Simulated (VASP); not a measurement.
A run of VASP 6.6.1 is set up as follows.

Contents of INCAR:

```
PREC     = Accurate       # precision mode
ENCUT    = 520            # plane-wave cutoff, eV
EDIFF    = 1E-6           # SCF threshold, eV
ISMEAR   = -1             # smearing method
SIGMA    = 0.05           # smearing width, eV
LREAL    = F              # projectors in reciprocal space
LASPH    = T              # aspherical terms in the spheres
NELM     = 100            # most SCF steps
ALGO     = Normal         # electronic algorithm
ISIF     = 2              # what is computed and relaxed
LWAVE    = F              # write WAVECAR
LCHARG   = F              # write CHGCAR
GGA      = PE             # functional
NBANDS   = 16             # bands
```

The input KPOINTS:

```
regular mesh
0
Gamma
  12 12 12
```

The input POSCAR:

```
CuO
1.0
    0.0000000000      2.2618016073      2.2618016073
    2.2618016073      0.0000000000      2.2618016073
    2.2618016073      2.2618016073      0.0000000000
Cu O
1 1
Direct
    0.0000000000      0.0000000000      0.0000000000
    0.2500000000      0.2500000000      0.2500000000
```

Potentials or basis: VASP PAW PBE potentials, release 64 (Cu, O).

Run with:

```sh
$ cat potpaw_PBE.64/Cu/POTCAR potpaw_PBE.64/O/POTCAR > POTCAR
$ mpirun -np 1 vasp_std > vasp.out
```

(1) Estimate the band gap on the k mesh.

(2) What does it give for the pressure?

Answers

(1) zero (an odd number of electrons rules out a gap without spin polarisation).

(2) 0.6 GPa.

Caveat: an odd number of electrons without spin polarisation forces a metal; a magnetic or distorted state may lie lower; semilocal functionals often make such compounds metallic where correlation or magnetic order opens a gap, which also shifts bond lengths.
